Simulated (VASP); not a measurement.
# Li2H7 (C2/m) in VASP: a series of runs

The runs below take Li2H7 through relaxation of cell and atoms, single point, with PBE.

All numbers are computed with VASP 6.6.1; they aren't measurements. Logs are shortened: lines on timing, memory, paths and dates and some standing lists are left out, and cuts for length are marked.

## (1) The cell of the first run

Symmetry: C2/m, No. 12, monoclinic system. The conventional cell has a = 4.447 Å, b = 4.970 Å, c = 5.549 Å, α = 90.00°, β = 103.77°, γ = 90.00°. Within 2.6 Å of Li (site symmetry m) lie 11 H at 1.93 to 2.51 Å and 1 Li at 2.28 Å. H (site symmetry -1) has 2 H at 1.67 Å and 4 Li at 1.93 to 2.10 Å within 2.2 Å. Within 1.1 Å of H (site symmetry 1) lie 1 H at 0.83 Å. H (site symmetry 2/m) has 4 H at 1.67 Å within 2.2 Å.

## (2) Relaxation of cell and atoms, PBE

Contents of INCAR:

```
SYSTEM = Li2H7
PREC     = Accurate       ! precision mode
ENCUT    = 600            ! plane-wave cutoff, eV
EDIFF    = 1E-6           ! SCF threshold, eV
ISMEAR   = 0              ! smearing method
SIGMA    = 0.1            ! smearing width, eV
LREAL    = .False.        ! projectors in reciprocal space
LASPH    = .True.         ! aspherical terms in the spheres
NELM     = 100            ! most SCF steps
ALGO     = Normal         ! electronic algorithm
ISIF     = 3              ! what is computed and relaxed
LWAVE    = .False.        ! write WAVECAR
LCHARG   = .False.        ! write CHGCAR
GGA      = PE             ! functional
IBRION   = 2              ! ionic algorithm
NSW      = 100            ! ionic steps
EDIFFG   = -0.01          ! ionic threshold
```

Contents of KPOINTS:

```
Automatic mesh
0
Gamma
  12 12 8
  0 0 0
```

Contents of POSCAR:

```
Li2H7
1.0
    2.2235284196     -2.4849615868      0.0000000000
    2.2235284196      2.4849615868      0.0000000000
   -1.3206163146      0.0000000000      5.3893666887
Li H
2 7
Direct
    0.9735708745      0.9735708745      0.2907796325
    0.0264291255      0.0264291255      0.7092203675
    0.5000000000      0.0000000000      0.5000000000
    0.0000000000      0.5000000000      0.5000000000
    0.6454762564      0.8124550020      0.9475024412
    0.8124550020      0.6454762564      0.9475024412
    0.3545237436      0.1875449980      0.0524975588
    0.1875449980      0.3545237436      0.0524975588
    0.5000000000      0.5000000000      0.5000000000
```

Potentials or basis: VASP PAW PBE potentials, release 64 (Li_sv, H).

The run is started by

```bash
> cat potpaw_PBE.64/Li_sv/POTCAR potpaw_PBE.64/H/POTCAR > POTCAR
> mpirun -np 1 vasp_std > vasp.out
```

OUTCAR:

```text
SYSTEM = Li2H7
   PREC = Accurate
   ENCUT = 600
   EDIFF = 1E-6
   ISMEAR = 0
   LREAL = .False.
   LASPH = .True.
   NELM = 100
   ISIF = 3
   GGA = PE
   IBRION = 2
   NSW = 100
   EDIFFG = -0.01

 ion  position               nearest neighbor table
   1  0.974  0.974  0.291-   2 2.28
   2  0.026  0.026  0.709-   1 2.28
   3  0.500  0.000  0.500-
   4  0.000  0.500  0.500-
   5  0.645  0.812  0.948-   6 0.83
   6  0.812  0.645  0.948-   5 0.83
   7  0.355  0.188  0.052-   8 0.83
   8  0.188  0.355  0.052-   7 0.83
   9  0.500  0.500  0.500-

  LATTYP: Found a base centered monoclinic cell.
 ALAT       =     4.4470568392
 B/A-ratio  =     1.1175758155
 C/A-ratio  =     1.2477490062
 COS(beta)  =    -0.2379998839

  Lattice vectors:

 A1 = (   2.2235284196,  -2.4849615868,   0.0000000000)
 A2 = (   2.2235284196,   2.4849615868,   0.0000000000)
 A3 = (  -1.3206163146,   0.0000000000,   5.3893666887)

Analysis of symmetry for initial positions (statically):
=====================================================================
 Subroutine PRICEL returns:
 Original cell was already a primitive cell.

 Routine SETGRP: Setting up the symmetry group for a
 base centered monoclinic supercell.

 Subroutine GETGRP returns: Found  4 space group operations
 (whereof  4 operations were pure point group operations)
 out of a pool of  4 trial point group operations.

The static configuration has the point symmetry C_2h.

Analysis of symmetry for dynamics (positions and initial velocities):
=====================================================================
 Subroutine PRICEL returns:
 Original cell was already a primitive cell.

 Routine SETGRP: Setting up the symmetry group for a
 base centered monoclinic supercell.

 Subroutine GETGRP returns: Found  4 space group operations
 (whereof  4 operations were pure point group operations)
 out of a pool of  4 trial point group operations.

The dynamic configuration has the point symmetry C_2h.

 Subroutine INISYM returns: Found  4 space group operations
 (whereof  4 operations are pure point group operations),
 and found     1 'primitive' translations

----------------------------------------------------------------------------------------

                                     Primitive cell

  volume of cell :      59.5566

  direct lattice vectors                    reciprocal lattice vectors
     2.223528420 -2.484961587  0.000000000     0.224867825 -0.201210354  0.055101858
     2.223528420  2.484961587  0.000000000     0.224867825  0.201210354  0.055101858
    -1.320616315  0.000000000  5.389366689     0.000000000  0.000000000  0.185550559

  length of vectors
     3.334533359  3.334533359  5.548810751     0.306736630  0.306736630  0.185550559

  position of ions in fractional coordinates (direct lattice)
     0.973570874  0.973570874  0.290779632
     0.026429126  0.026429126  0.709220368
     0.500000000  0.000000000  0.500000000
     0.000000000  0.500000000  0.500000000
     0.645476256  0.812455002  0.947502441
     0.812455002  0.645476256  0.947502441
     0.354523744  0.187544998  0.052497559
     0.187544998  0.354523744  0.052497559
     0.500000000  0.500000000  0.500000000

  ion indices of the primitive-cell ions
   primitive index   ion index
                 1           1
                 2           2
                 3           3
                 4           4
                 5           5
                 6           6
                 7           7
                 8           8
                 9           9

----------------------------------------------------------------------------------------

 KPOINTS: Automatic mesh

Automatic generation of k-mesh.
 Grid dimensions read from file:
 generate k-points for:   12   12    8

 Generating k-lattice:

  Cartesian coordinates                     Fractional coordinates (reciprocal lattice)
     0.018738985 -0.016767529  0.004591822     0.083333333  0.000000000  0.000000000
     0.018738985  0.016767529  0.004591822     0.000000000  0.083333333  0.000000000
[... 47 lines left out ...]
   LEPSILON=     F    determine dielectric tensor
   LRPA    =     F    only Hartree local field effects (RPA)
 conjugate gradient relaxation of ions
 non-spin polarized calculation
 Gauss-broadening in eV      SIGMA  =   0.10
  energy-cutoff  :      600.00
  volume of cell :       59.56
 maximum number of plane-waves:      2002
   NGX = 13   NGY = 13   NGZ = 23

--------------------------------------- Ionic step        1  -------------------------------------------

 number of electron      12.9999992 magnetization

 Free energy of the ion-electron system (eV)
  ---------------------------------------------------
  ext. energy  EPLUGINS =         0.00000000
  ---------------------------------------------------
  free energy    TOTEN  =       -25.10885404 eV

  energy without entropy =      -25.10390878  energy(sigma->0) =      -25.10638141

------------------------ aborting loop because EDIFF is reached ----------------------------------------

  FORCE on cell =-STRESS in cart. coord.  units (eV):
  Direction    XX          YY          ZZ          XY          YZ          ZX
  --------------------------------------------------------------------------------------
  -------------------------------------------------------------------------------------
  Total        0.2388463      0.0088266     -0.3508990      0.0000000      0.0000000      0.0286864
  in kB        6.4253838      0.2374518     -9.4397965      0.0000000      0.0000000      0.7717131
  external PRESSURE =      -0.9256536 kB  Pullay stress =       0.0000000 kB
[... 110 lines left out ...]
  FREE ENERGIE OF THE ION-ELECTRON SYSTEM (eV)
  ---------------------------------------------------
  free  energy   TOTEN  =       -25.1103221330 eV

  energy  without entropy=      -25.1057068333  energy(sigma->0) =      -25.10801448

[... ionic steps 4 to 17 ...]

--------------------------------------- Ionic step       18  -------------------------------------------

 number of electron      13.0000002 magnetization

------------------------ aborting loop because EDIFF is reached ----------------------------------------
[... 81 lines left out ...]
--------------------------------------- Ionic step       20  -------------------------------------------

 number of electron      13.0000000 magnetization

 Free energy of the ion-electron system (eV)
  ---------------------------------------------------
  ext. energy  EPLUGINS =         0.00000000
  ---------------------------------------------------
  free energy    TOTEN  =       -25.11474453 eV

  energy without entropy =      -25.11047015  energy(sigma->0) =      -25.11260734

 E-fermi :   1.8731     XC(G=0):  -8.3412

 val. band max:        1.8508269678   @ k =  -0.1667  -0.4167   0.3750
 cond. band min:       1.8732766124   @ k =  -0.1667  -0.2500   0.3750
 fundamental gap:      0.0224496446
 Fermi energy:         1.8730534568

 k-point     1 :       0.0000    0.0000    0.0000
  band No.  band energies     occupation
      1     -45.5219      2.00000
      2     -45.4588      2.00000
      3      -9.8877      2.00000
      4      -6.2154      2.00000
      5      -4.7017      2.00000
      6       1.9569      0.23598
      7       2.7925      0.00000
      8       4.5927      0.00000
      9       5.3210      0.00000
     10       7.4333      0.00000
     11       8.1585      0.00000
[... 309 lines left out ...]
 k-point    24 :      -0.4167    0.1667    0.0000
  band No.  band energies     occupation
      1     -45.5187      2.00000
      2     -45.4567      2.00000
      3      -8.0582      2.00000
      4      -6.7858      2.00000
      5      -4.3077      2.00000
      6      -1.6748      2.00000
      7       2.4903      0.00000
      8       3.6894      0.00000
      9       4.3422      0.00000
     10       5.4313      0.00000
     11       7.2198      0.00000

 [... further k-points ...]

------------------------ aborting loop because EDIFF is reached ----------------------------------------

  FORCE on cell =-STRESS in cart. coord.  units (eV):
  Direction    XX          YY          ZZ          XY          YZ          ZX
  --------------------------------------------------------------------------------------
  -------------------------------------------------------------------------------------
  Total        0.0324509      0.0524256      0.0395551      0.0000000      0.0000000     -0.0212476
  in kB        0.8743642      1.4125692      1.0657832      0.0000000      0.0000000     -0.5725010
  external PRESSURE =       1.1175722 kB  Pullay stress =       0.0000000 kB
[... 24 lines left out ...]
  FREE ENERGIE OF THE ION-ELECTRON SYSTEM (eV)
  ---------------------------------------------------
  free  energy   TOTEN  =       -25.1147445284 eV

  energy  without entropy=      -25.1104701519  energy(sigma->0) =      -25.11260734

 reached required accuracy - stopping structural energy minimisation
```

Wall time 13 min (1 thread of AMD EPYC 9R45 (Zen 5), shared host); peak memory 0.31 GiB.

Results:

- Free energy: -25.1147 eV
- Relaxed volume: 6.61 Å³/atom
- Relaxed cell: a = 3.356 Å, b = 3.356 Å, c = 5.473 Å, α = 99.45°, β = 99.45°, γ = 95.81°
- Space group after relaxing (to 0.05 Å): C2/m (No. 12)
- Energy gained by relaxing: 0.7 meV/atom
- Ionic steps: 20
- Pressure after relaxing: 0.1 GPa
- Largest force after relaxing: 0.007 eV/Å

Forces on the atoms (eV/Å):
```
Li   0.004  0.000 -0.005
Li  -0.004  0.000  0.005
H    0.000  0.000  0.000
H    0.000  0.000  0.000
H   -0.003  0.003  0.006
H   -0.003 -0.003  0.006
H    0.003 -0.003 -0.006
H    0.003  0.003 -0.006
H    0.000  0.000  0.000
```

Step by step:
```
step  energy change (eV)  largest force (eV/Å)  pressure (GPa)  volume (Å³)
   1              0.0000                0.0598           -0.09        59.56
   2             -0.0013                0.0345            0.11        59.52
   3             -0.0015                0.0843            0.23        59.50
   4             -0.0022                0.0706            0.21        59.51
   5             -0.0038                0.0311            0.14        59.55
   6             -0.0035                0.0852            0.02        59.60
   7             -0.0042                0.0490            0.09        59.57
   8             -0.0044                0.0435            0.08        59.60
   9             -0.0048                0.0295            0.04        59.67
  10             -0.0049                0.0436           -0.03        59.81
  11             -0.0049                0.0314           -0.01        59.76
  12             -0.0050                0.0235           -0.13        59.79
  13             -0.0050                0.0214           -0.10        59.78
  14             -0.0052                0.0208           -0.09        59.76
  15             -0.0054                0.0206           -0.06        59.68
  16             -0.0057                0.0272            0.00        59.54
  17             -0.0058                0.0263            0.00        59.50
  18             -0.0058                0.0290            0.00        59.49
  19             -0.0059                0.0125            0.07        59.48
  20             -0.0059                0.0074            0.11        59.46
```

Final structure:
```
Li H
1.0
     2.24989   -2.49030   -0.00084
     2.24989    2.49030   -0.00084
    -1.33808    0.00000    5.30692
Li H
2 7
Direct
  0.98415 0.98415 0.29095
  0.01585 0.01585 0.70905
  0.50000 0.00000 0.50000
  0.00000 0.50000 0.50000
  0.64591 0.81139 0.94442
  0.81139 0.64591 0.94442
  0.35409 0.18861 0.05558
  0.18861 0.35409 0.05558
  0.50000 0.50000 0.50000
```

Levels at points of the mesh, in eV from the Fermi level:
| k point | band 3 | band 4 | band 5 | band 6 | band 7 | band 8 | band 9 | band 10 |
| --- | --- | --- | --- | --- | --- | --- | --- | --- |
| (0.00, 0.00, 0.00) | -11.76 | -8.09 | -6.57 | 0.08 | 0.92 | 2.72 | 3.45 | 5.56 |
| (0.50, 0.00, 0.00) | -9.57 | -9.36 | -6.01 | -4.29 | 1.82 | 1.96 | 3.17 | 4.09 |
| (0.50, 0.50, 0.00) | -8.70 | -8.59 | -4.83 | -3.12 | -2.97 | -0.98 | 1.62 | 3.15 |
| (0.00, 0.00, 0.50) | -11.62 | -8.75 | -6.09 | 0.13 | 2.35 | 3.30 | 3.64 | 3.93 |
| (0.50, 0.00, 0.50) | -9.46 | -9.32 | -6.42 | -4.37 | 2.54 | 2.81 | 2.96 | 4.21 |
| (0.50, 0.50, 0.50) | -8.72 | -8.53 | -4.37 | -3.28 | -3.14 | -2.37 | 2.44 | 3.02 |

Caveat: the cutoff is under 1.25 times the usual one of these potentials, so pressure, stress and relaxed cells hold a basis-set (Pulay) error.

(Continued in part 2 of 2.)
